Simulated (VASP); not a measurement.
# C (Cmme) in VASP: notebook, part 3 of 3

VASP 6.6.1. The steps go on from the part before.

**5. Single point, PBEsol (normal strain along x +0.0000, normal strain along y +0.0700)**

INCAR

```
SYSTEM = C
ALGO = Normal
EDIFF = 1E-6
ENCUT = 520
GGA = PS
ISIF = 2
ISMEAR = 0
LASPH = .TRUE.
LCHARG = .TRUE.
LELF = .TRUE.
LREAL = .FALSE.
LVHAR = .TRUE.
LWAVE = .FALSE.
NBANDS = 16
NELM = 100
PREC = Accurate
SIGMA = 0.15
```

KPOINTS

```
k-points
0
G
  18 18 6
  0 0 0
```

POSCAR

```
C
1.0
    1.2294746187     -2.2781208991      0.0000000000
    1.2294746187      2.2781208991      0.0000000000
    0.0000000000      0.0000000000      7.3778182888
C
4
Direct
    0.0833216498      0.9166783502      0.7498439858
    0.5833216498      0.4166783502      0.2501560142
    0.9166783502      0.0833216498      0.2501560142
    0.4166783502      0.5833216498      0.7498439858
```

Potentials or basis: VASP PAW PBE potentials, release 64 (C).

Launch:

```bash
$ cat potpaw_PBE.64/C/POTCAR > POTCAR
$ mpirun -np 1 vasp_std > vasp.out
```

OUTCAR:

```text
SYSTEM = C
   EDIFF = 1E-6
   ENCUT = 520
   GGA = PS
   ISIF = 2
   ISMEAR = 0
   LASPH = .TRUE.
   LREAL = .FALSE.
   NELM = 100
   PREC = Accurate

 ion  position               nearest neighbor table
   1  0.083  0.917  0.750-   4 1.45   4 1.45   4 1.52
   2  0.583  0.417  0.250-   3 1.45   3 1.45   3 1.52
   3  0.917  0.083  0.250-   2 1.45   2 1.45   2 1.52
   4  0.417  0.583  0.750-   1 1.45   1 1.45   1 1.52

  LATTYP: Found a base centered orthorhombic cell.
 ALAT       =     2.4589492374
 B/A-ratio  =     1.8529222681
 C/A-ratio  =     3.0003947119

  Lattice vectors:

 A1 = (   1.2294746187,  -2.2781208991,   0.0000000000)
 A2 = (   1.2294746187,   2.2781208991,   0.0000000000)
 A3 = (   0.0000000000,   0.0000000000,   7.3778182888)

Analysis of symmetry for initial positions (statically):
=====================================================================
 Subroutine PRICEL returns:
 Original cell was already a primitive cell.

 Routine SETGRP: Setting up the symmetry group for a
 base centered orthorhombic supercell.

 Subroutine GETGRP returns: Found  8 space group operations
 (whereof  4 operations were pure point group operations)
 out of a pool of  8 trial point group operations.

The static configuration has the point symmetry C_2h.
 The point group associated with its full space group is D_2h.

Analysis of symmetry for dynamics (positions and initial velocities):
=====================================================================
 Subroutine PRICEL returns:
 Original cell was already a primitive cell.

 Routine SETGRP: Setting up the symmetry group for a
 base centered orthorhombic supercell.

 Subroutine GETGRP returns: Found  8 space group operations
 (whereof  4 operations were pure point group operations)
 out of a pool of  8 trial point group operations.
[... 123 lines left out ...]
   IALGO  =     38    algorithm
   IMIX   =      4    mixing-type and parameters
     AMIX     =   0.40;   BMIX     =  1.00
     AMIX_MAG =   1.60;   BMIX_MAG =  1.00
  volume/ion in A,a.u.               =      10.33        69.73
  Fermi-wavevector in a.u.,A,eV,Ry     =   1.193155  2.254735 19.369498  1.423618
  Thomas-Fermi vector in A             =   2.329176
   LORBIT       =      0    0 simple, 1 ext, 2 COOP (PROOUT), +10 PAW based schemes
   GGA     = PS    functional components
   LHFCALC =     F    Hartree Fock is set to
   AEXX    =    0.0000 exact exchange contribution
   IVDW    =     0    specifies the selected vdW correction
   LEPSILON=     F    determine dielectric tensor
   LRPA    =     F    only Hartree local field effects (RPA)
 non-spin polarized calculation
 Gauss-broadening in eV      SIGMA  =   0.15
  energy-cutoff  :      520.00
  volume of cell :       41.33
 maximum number of plane-waves:      1144
   NGX =  9   NGY =  9   NGZ = 27

 number of electron      16.0000000 magnetization

 Free energy of the ion-electron system (eV)
  ---------------------------------------------------
  ext. energy  EPLUGINS =         0.00000000
  ---------------------------------------------------
  free energy    TOTEN  =       -38.08996117 eV

  energy without entropy =      -38.08969277  energy(sigma->0) =      -38.08982697

 E-fermi :   3.4241     XC(G=0):  -9.7016

 val. band max:        3.3218388227   @ k =   0.3333   0.3333   0.0000
 cond. band min:       3.6057095531   @ k =   0.3333   0.3333   0.0000
 fundamental gap:      0.2838707303
 Fermi energy:         3.4240889130

 k-point     1 :       0.0000    0.0000    0.0000
  band No.  band energies     occupation
      1     -15.5349      2.00000
      2     -15.3849      2.00000
      3      -4.3514      2.00000
      4      -3.0889      2.00000
      5       0.0933      2.00000
      6       0.1073      2.00000
[... 433 lines left out ...]
      3      -3.2802      2.00000
      4      -2.3737      2.00000
      5      -2.3543      2.00000
      6      -2.0753      2.00000
[... 8 lines left out ...]
     15      14.1375      0.00000
     16      14.1623      0.00000

 [... further k-points ...]

------------------------ aborting loop because EDIFF is reached ----------------------------------------

  FORCE on cell =-STRESS in cart. coord.  units (eV):
  Direction    XX          YY          ZZ          XY          YZ          ZX
  --------------------------------------------------------------------------------------
  -------------------------------------------------------------------------------------
  Total       -2.0231976    -14.1749733      0.0270486      0.0000000      0.0000000      0.0000000
  in kB      -78.4322371   -549.5137270      1.0485802      0.0000000      0.0000000      0.0000000
  external PRESSURE =    -208.9657946 kB  Pullay stress =       0.0000000 kB

 VOLUME and BASIS-vectors are now :
 -----------------------------------------------------------------------------
  energy-cutoff  :      520.00
  volume of cell :       41.33
      direct lattice vectors                 reciprocal lattice vectors
     1.229474619 -2.278120899  0.000000000     0.406677773 -0.219479133  0.000000000
     1.229474619  2.278120899  0.000000000     0.406677773  0.219479133  0.000000000
     0.000000000  0.000000000  7.377818289     0.000000000  0.000000000  0.135541424

 POSITION                                       TOTAL-FORCE (eV/Angst)
 -----------------------------------------------------------------------------------
      1.22947      1.89849      5.53221         0.000000     -0.183999      0.000190
      1.22947     -0.37963      1.84561         0.000000     -0.183999     -0.000190
      1.22947     -1.89849      1.84561         0.000000      0.183999     -0.000190
      1.22947      0.37963      5.53221         0.000000      0.183999      0.000190
 -----------------------------------------------------------------------------------
    total drift:                                0.000000      0.000000     -0.000000

  FREE ENERGIE OF THE ION-ELECTRON SYSTEM (eV)
  ---------------------------------------------------
  free  energy   TOTEN  =       -38.0899611739 eV

  energy  without entropy=      -38.0896927690  energy(sigma->0) =      -38.08982697
```

Run time: 5.5 min. Hardware: 1 thread of Intel Xeon 8259CL, shared host; peak memory 0.28 GiB.

What came out:

```
Free energy   : -38.0900 eV
Pressure      : -20.9 GPa
Largest force : 0.184 eV/Å
```

Forces on the atoms (eV/Å):
```
C    0.000 -0.184  0.000
C    0.000 -0.184  0.000
C    0.000  0.184  0.000
C    0.000  0.184  0.000
```

Caveat: the cell differs from its parent crystal (normal strain along x +0.0000, normal strain along y +0.0700); the cell stands under tension; this functional lacks dispersion, which binds the layers, so the pressure and a relaxed spacing across them are unreliable; the PAW data sets were made with another functional, which shifts forces and pressure a little.

**6. Overview**

```tsv
cell	pressure (GPa)	largest force (eV/Å)
a = 2.575, b = 2.575, c = 7.378 Å, angles 90.0, 90.0, 124.4°, 4 atoms	-13.1	0.44
a = 2.461, b = 2.461, c = 7.378 Å, angles 90.0, 90.0, 115.4°, 4 atoms	-12.9	0.90
a = 2.503, b = 2.503, c = 7.378 Å, angles 90.0, 90.0, 116.6°, 4 atoms	-20.8	0.42
a = 2.589, b = 2.589, c = 7.378 Å, angles 90.0, 90.0, 123.3°, 4 atoms	-20.9	0.18
```

Alike in all rows: task single point; level PBEsol; potentials or basis VASP PAW PBE potentials, release 64 (C); no spin polarisation; k mesh 18 × 18 × 6; cutoff (eV) 520; smearing gaussian 0.15 eV.

Caveats: the cell stands under tension; this functional lacks dispersion, which binds the layers, so the pressure and a relaxed spacing across them are unreliable; the PAW data sets were made with another functional, which shifts forces and pressure a little.

Absolute energies hang on the potentials; compare differences alone.
